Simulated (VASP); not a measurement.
# C (Pm-3m) in VASP: further runs

C is run at these levels: PBE; tasks: single point.

Everything below comes from runs of VASP 6.6.1. Logs are shortened: lines on timing, memory, paths and dates and some standing lists are left out, and cuts for length are marked.

### 1 The cell of the first run

It takes space group Pm-3m (No. 221, cubic). Conventional cell: a = 1.763 Å, b = 1.763 Å, c = 1.763 Å, α = 90.00°, β = 90.00°, γ = 90.00°. Within 2.3 Å of C (site symmetry m-3m) lie 6 C at 1.76 Å.

### 2 Single point, PBE

Input file INCAR:

```
PREC = Accurate ; ENCUT = 520
EDIFF = 1E-6 ; ISMEAR = -1
SIGMA = 0.1 ; LREAL = False
LASPH = True ; NELM = 60
ALGO = Normal ; ISIF = 2
LWAVE = False ; LCHARG = False
GGA = PE ; NBANDS = 8
```

Input file KPOINTS:

```
Automatic mesh
0
Gamma
  11 11 11
```

Input file POSCAR:

```
C
1.0
    1.7633549040      0.0000000000      0.0000000000
    0.0000000000      1.7633549040      0.0000000000
    0.0000000000      0.0000000000      1.7633549040
C
1
Direct
    0.0000000000      0.0000000000      0.0000000000
```

Potentials or basis: VASP PAW PBE potentials, release 64 (C).

Launch:

```bash
> cat potpaw_PBE.64/C/POTCAR > POTCAR
> mpirun -np 1 vasp_std > vasp.out
```

OUTCAR:

```text
PREC = Accurate
   ENCUT = 520
   EDIFF = 1E-6
   ISMEAR = -1
   LREAL = False
   LASPH = True
   NELM = 60
   ISIF = 2
   GGA = PE

 ion  position               nearest neighbor table
   1  0.000  0.000  0.000-

  LATTYP: Found a simple cubic cell.
 ALAT       =     1.7633549040

  Lattice vectors:

 A1 = (   1.7633549040,   0.0000000000,   0.0000000000)
 A2 = (   0.0000000000,   1.7633549040,   0.0000000000)
 A3 = (   0.0000000000,   0.0000000000,   1.7633549040)

Analysis of symmetry for initial positions (statically):
=====================================================================
 Subroutine PRICEL returns:
 Original cell was already a primitive cell.

 Routine SETGRP: Setting up the symmetry group for a
 simple cubic supercell.

 Subroutine GETGRP returns: Found 48 space group operations
 (whereof 48 operations were pure point group operations)
 out of a pool of 48 trial point group operations.

The static configuration has the point symmetry O_h .

Analysis of symmetry for dynamics (positions and initial velocities):
=====================================================================
 Subroutine PRICEL returns:
 Original cell was already a primitive cell.

 Routine SETGRP: Setting up the symmetry group for a
 simple cubic supercell.

 Subroutine GETGRP returns: Found 48 space group operations
 (whereof 48 operations were pure point group operations)
 out of a pool of 48 trial point group operations.

The dynamic configuration has the point symmetry O_h .

 Subroutine INISYM returns: Found 48 space group operations
 (whereof 48 operations are pure point group operations),
 and found     1 'primitive' translations

----------------------------------------------------------------------------------------

                                     Primitive cell

  volume of cell :       5.4830

  direct lattice vectors                    reciprocal lattice vectors
     1.763354904  0.000000000  0.000000000     0.567100813  0.000000000  0.000000000
     0.000000000  1.763354904  0.000000000     0.000000000  0.567100813  0.000000000
     0.000000000  0.000000000  1.763354904     0.000000000  0.000000000  0.567100813

  length of vectors
     1.763354904  1.763354904  1.763354904     0.567100813  0.567100813  0.567100813

  position of ions in fractional coordinates (direct lattice)
     0.000000000  0.000000000  0.000000000

  ion indices of the primitive-cell ions
   primitive index   ion index
                 1           1

----------------------------------------------------------------------------------------

 KPOINTS: Automatic mesh

Automatic generation of k-mesh.
 Grid dimensions read from file:
 generate k-points for:   11   11   11

 Generating k-lattice:

  Cartesian coordinates                     Fractional coordinates (reciprocal lattice)
     0.051554619  0.000000000  0.000000000     0.090909091  0.000000000  0.000000000
     0.000000000  0.051554619  0.000000000     0.000000000  0.090909091  0.000000000
     0.000000000  0.000000000  0.051554619     0.000000000  0.000000000  0.090909091

  Length of vectors
     0.051554619  0.051554619  0.051554619

  Shift w.r.t. Gamma in fractional coordinates (k-lattice)
     0.000000000  0.000000000  0.000000000

 Subroutine IBZKPT returns following result:
 ===========================================

 Found     56 irreducible k-points:

 Following reciprocal coordinates:
            Coordinates               Weight
  0.000000  0.000000  0.000000      1.000000
  0.090909  0.000000  0.000000      6.000000
  0.181818  0.000000  0.000000      6.000000
  0.272727  0.000000  0.000000      6.000000
  0.363636  0.000000  0.000000      6.000000
  0.454545  0.000000  0.000000      6.000000
[... 16 lines left out ...]
  0.181818  0.090909  0.090909     24.000000
  0.272727  0.090909  0.090909     24.000000
 [... further k-points ...]
   k-points           NKPTS =     56   k-points in BZ     NKDIM =     56   number of bands    NBANDS=      8
   number of dos      NEDOS =    301   number of ions     NIONS =      1
   total plane-waves  NPLWV =   2744
   dimension x,y,z NGX =    14 NGY =   14 NGZ =   14
   dimension x,y,z NGXF=    28 NGYF=   28 NGZF=   28
   ions per type =               1
   NGX,Y,Z   is equivalent  to a cutoff of  13.20, 13.20, 13.20 a.u.
   NGXF,Y,Z  is equivalent  to a cutoff of  26.40, 26.40, 26.40 a.u.
 SYSTEM =  unknown system
   PREC   = accura    normal or accurate (medium, high low for compatibility)
   ISTART =      0    job   : 0-new  1-cont  2-samecut
   ICHARG =      2    charge: 1-file 2-atom 10-const
   ISPIN  =      1    spin polarized calculation?
   LNONCOLLINEAR =      F non collinear calculations
   LSORBIT =      F    spin-orbit coupling
   LASPH  =      T    aspherical Exc in radial PAW
   ENCUT  =  520.0 eV  38.22 Ry    6.18 a.u.   3.28  3.28  3.28*2*pi/ulx,y,z
   NELM   =     60;   NELMIN=  2; NELMDL= -5     # of ELM steps
   EDIFF  = 0.1E-05   stopping-criterion for ELM
   LREAL  =      F    real-space projection
   EDIFFG = 0.1E-04   stopping-criterion for IOM
   NSW    =      0    number of steps for IOM
   IBRION =     -1    ionic relax: 0-MD 1-quasi-New 2-CG
   NFREE  =      0    steps in history (QN), initial steepest desc. (CG)
   ISIF   =      2    stress and relaxation
   ISYM   =      2    0-nonsym 1-usesym 2-fastsym
   POTIM  = 0.5000    time-step for ionic-motion
   TEBEG  =    0.0;   TEEND  =   0.0 temperature during run
   PSTRESS=    0.0 pullay stress
   NELECT =       4.0000    total number of electrons
   NUPDOWN=      -1.0000    fix difference up-down
   EMIN   =  10.00;   EMAX   =-10.00  energy-range for DOS
   EFERMI =   0.00;   METHOD = LEGACY
   ISMEAR =    -1;   SIGMA  =   0.10  broadening in eV -4-tet -1-fermi 0-gaus
   EFERMI_NEDOS =   21; number of points for ismear=-14 and -15
   IALGO  =     38    algorithm
   IMIX   =      4    mixing-type and parameters
     AMIX     =   0.40;   BMIX     =  1.00
     AMIX_MAG =   1.60;   BMIX_MAG =  1.00
  volume/ion in A,a.u.               =       5.48        37.00
  Fermi-wavevector in a.u.,A,eV,Ry     =   1.473743  2.784971 29.550746  2.171919
  Thomas-Fermi vector in A             =   2.588599
   LORBIT       =      0    0 simple, 1 ext, 2 COOP (PROOUT), +10 PAW based schemes
   GGA     = PE    functional components
   LHFCALC =     F    Hartree Fock is set to
   AEXX    =    0.0000 exact exchange contribution
   IVDW    =     0    specifies the selected vdW correction
   LEPSILON=     F    determine dielectric tensor
   LRPA    =     F    only Hartree local field effects (RPA)
 non-spin polarized calculation
  energy-cutoff  :      520.00
  volume of cell :        5.48
 maximum number of plane-waves:       157
 NGX is ok and might be reduce to    14
   NGX =  7   NGY =  7   NGZ =  7

 number of electron       4.0000000 magnetization

 Free energy of the ion-electron system (eV)
  ---------------------------------------------------
  ext. energy  EPLUGINS =         0.00000000
  ---------------------------------------------------
  free energy    TOTEN  =        -6.49783601 eV

  energy without entropy =       -6.49392978  energy(sigma->0) =       -6.49588290

 E-fermi :  11.3860     XC(G=0): -13.9164

 val. band max:       10.5824210107   @ k =   0.2727   0.1818   0.1818
 cond. band min:      11.4806628484   @ k =   0.4545   0.3636   0.3636
 fundamental gap:      0.8982418376
 Fermi energy:        11.3859797663

 k-point     1 :       0.0000    0.0000    0.0000
  band No.  band energies     occupation
      1     -11.2517      2.00000
      2      20.5938      0.00000
      3      20.5938      0.00000
      4      20.5938      0.00000
      5      36.8033      0.00000
      6      36.8033      0.00000
      7      42.6614      0.00000
      8      67.7385      0.00000

 k-point     2 :       0.0909    0.0000    0.0000
  band No.  band energies     occupation
      1     -10.9242      2.00000
      2      18.3539      0.00000
      3      20.8137      0.00000
      4      20.8137      0.00000
      5      37.1713      0.00000
      6      39.2151      0.00000
      7      42.6673      0.00000
      8      65.7551      0.00000

 k-point     3 :       0.1818    0.0000    0.0000
  band No.  band energies     occupation
      1      -9.9428      2.00000
      2      13.8298      0.00000
      3      21.4330      0.00000
      4      21.4330      0.00000
      5      38.2622      0.00000
      6      41.8692      0.00000
      7      44.8450      0.00000
      8      61.3544      0.00000

 k-point     4 :       0.2727    0.0000    0.0000
  band No.  band energies     occupation
      1      -8.3121      2.00000
      2       8.9908      2.00000
      3      22.3301      0.00000
      4      22.3301      0.00000
      5      40.0226      0.00000
      6      41.6778      0.00000
      7      49.5271      0.00000
      8      56.8093      0.00000

 k-point     5 :       0.3636    0.0000    0.0000
  band No.  band energies     occupation
      1      -6.0413      2.00000
      2       4.4392      2.00000
      3      23.2633      0.00000
      4      23.2633      0.00000
      5      41.3423      0.00000
      6      42.2781      0.00000
      7      52.5697      0.00000
      8      53.2300      0.00000

 k-point     6 :       0.4545    0.0000    0.0000
  band No.  band energies     occupation
      1      -3.1487      2.00000
      2       0.3769      2.00000
      3      23.8824      0.00000
      4      23.8824      0.00000
      5      41.1278      0.00000
      6      44.3534      0.00000
      7      51.2451      0.00000
      8      51.2451      0.00000

 k-point     7 :       0.0909    0.0909    0.0000
  band No.  band energies     occupation
      1     -10.5972      2.00000
      2      17.9384      0.00000
      3      19.3184      0.00000
      4      21.0307      0.00000
      5      38.5637      0.00000
      6      40.5400      0.00000
      7      42.5069      0.00000
      8      63.6777      0.00000

 k-point     8 :       0.1818    0.0909    0.0000
  band No.  band energies     occupation
      1      -9.6175      2.00000
      2      13.9509      0.00000
      3      19.5767      0.00000
      4      21.6471      0.00000
      5      39.9171      0.00000
      6      41.7726      0.00000
      7      45.2561      0.00000
      8      59.4793      0.00000

 k-point     9 :       0.2727    0.0909    0.0000
  band No.  band energies     occupation
      1      -7.9906      2.00000
      2       9.2093      2.00000
      3      20.5645      0.00000
      4      22.5346      0.00000
      5      40.7178      0.00000
      6      41.6299      0.00000
      7      49.7987      0.00000
      8      55.3925      0.00000

 k-point    10 :       0.3636    0.0909    0.0000
  band No.  band energies     occupation
      1      -5.7262      2.00000
      2       4.7042      2.00000
      3      21.6620      0.00000
      4      23.4593      0.00000
      5      39.4961      0.00000
      6      43.7167      0.00000
      7      51.6698      0.00000
      8      53.0325      0.00000
[... 78 lines left out ...]
 k-point    18 :       0.4545    0.2727    0.0000
  band No.  band energies     occupation
      1      -0.4944      2.00000
      2       2.8798      2.00000
      3      15.3393      0.00000
      4      25.3400      0.00000
      5      27.6115      0.00000
      6      49.7741      0.00000
      7      52.7249      0.00000
      8      54.4744      0.00000

 k-point    19 :       0.3636    0.3636    0.0000
  band No.  band energies     occupation
      1      -1.1331      2.00000
      2       6.5773      2.00000
      3      11.8513      0.01888
      4      25.5775      0.00000
      5      25.7204      0.00000
      6      49.8571      0.00000
      7      53.8063      0.00000
      8      57.2235      0.00000

 k-point    20 :       0.4545    0.3636    0.0000
  band No.  band energies     occupation
      1       1.4415      2.00000
      2       4.4252      2.00000
      3      11.8155      0.02689
      4      22.9799      0.00000
      5      26.0898      0.00000
      6      51.3791      0.00000
      7      53.2587      0.00000
      8      56.7383      0.00000

 k-point    21 :       0.4545    0.4545    0.0000
  band No.  band energies     occupation
      1       3.6424      2.00000
      2       5.1520      2.00000
      3       9.3694      2.00000
      4      20.0950      0.00000
      5      26.5732      0.00000
      6      52.6964      0.00000
      7      53.2786      0.00000
      8      58.6989      0.00000

 k-point    22 :       0.0909    0.0909    0.0909
  band No.  band energies     occupation
      1     -10.2706      2.00000
      2      18.1865      0.00000
      3      18.1865      0.00000
      4      20.3460      0.00000
      5      40.8502      0.00000
      6      40.8502      0.00000
      7      42.2656      0.00000
      8      63.6226      0.00000

 k-point    23 :       0.1818    0.0909    0.0909
  band No.  band energies     occupation
      1      -9.2929      2.00000
      2      14.1055      0.00000
      3      18.8912      0.00000
      4      20.7856      0.00000
      5      41.4168      0.00000
      6      41.7400      0.00000
      7      45.6328      0.00000
      8      57.9745      0.00000

 k-point    24 :       0.2727    0.0909    0.0909
  band No.  band energies     occupation
      1      -7.6696      2.00000
      2       9.4328      2.00000
      3      19.9267      0.00000
      4      21.7373      0.00000
      5      40.0860      0.00000
      6      43.0702      0.00000
      7      49.9753      0.00000
      8      52.8776      0.00000

 [... further k-points ...]
[... 5 lines left out ...]
  --------------------------------------------------------------------------------------
  -------------------------------------------------------------------------------------
  Total        0.0148497      0.0148497      0.0148497      0.0000000      0.0000000     -0.0000000
  in kB        4.3392029      4.3392029      4.3392029      0.0000000      0.0000000     -0.0000000
  external PRESSURE =       4.3392029 kB  Pullay stress =       0.0000000 kB

 VOLUME and BASIS-vectors are now :
 -----------------------------------------------------------------------------
  energy-cutoff  :      520.00
  volume of cell :        5.48
      direct lattice vectors                 reciprocal lattice vectors
     1.763354904  0.000000000  0.000000000     0.567100813  0.000000000  0.000000000
     0.000000000  1.763354904  0.000000000     0.000000000  0.567100813  0.000000000
     0.000000000  0.000000000  1.763354904     0.000000000  0.000000000  0.567100813

 POSITION                                       TOTAL-FORCE (eV/Angst)
 -----------------------------------------------------------------------------------
      0.00000      0.00000      0.00000         0.000000      0.000000      0.000000
 -----------------------------------------------------------------------------------
    total drift:                               -0.000000     -0.000000     -0.000000

  FREE ENERGIE OF THE ION-ELECTRON SYSTEM (eV)
  ---------------------------------------------------
  free  energy   TOTEN  =        -6.4978360128 eV

  energy  without entropy=       -6.4939297808  energy(sigma->0) =       -6.49588290
```

Wall time 1.3 s (1 thread of Intel Xeon 6975P-C, shared host); peak memory 0.1 GiB.

Results:

| Item | Value |
| --- | --- |
| Free energy | -6.4978 eV |
| Pressure | 0.4 GPa |
| Band gap on the k mesh | zero (band 2 reaches 20.59 eV, above the bottom of band 3 at 9.37 eV) |

(Continued in part 2 of 2.)
